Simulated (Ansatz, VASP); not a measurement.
**One calculation of FeO, two programs**

```
Fe O
1.0
     0.00000    2.15540    2.15540
     2.15540    0.00000    2.15540
     4.31080    4.31080    0.00000
Fe O
2 2
Direct
  0.00000 0.00000 0.00000
  0.00000 0.00000 0.50000
  0.50000 0.50000 0.25000
  0.50000 0.50000 0.75000
```

Alike in both runs: task single point; functional PBE; k mesh 10 × 10 × 5; occupations gaussian, width 0.05 eV; collinear spin; Hubbard terms Fe d U = 4.0 eV.

|  | VASP | Ansatz |
| --- | --- | --- |
| version | VASP 6.6.1 | Ansatz 0.2.0 |
| potentials or method | VASP PAW PBE potentials, release 64 (Fe_sv, O), cutoff 600 eV | scalar-relativistic, plane waves, PAW |
| valence electrons in the cell | 44 | 44 |

|  | VASP | Ansatz | Ansatz less VASP |
| --- | --- | --- | --- |
| pressure (GPa) | 1.1 | 10.5 | +9.44 |
| net moment per atom (μB) | 0.00 | 0.00 | 0.000 |
| size of the moment on the site where the two differ most (μB) | 3.56 | 3.41 | -0.142 |

Site moments also hang on the region over which each program counts them. The programs project onto different local orbitals, so the same U acts differently, and such runs can settle in different states. Ansatz's warnings: stability check not made.
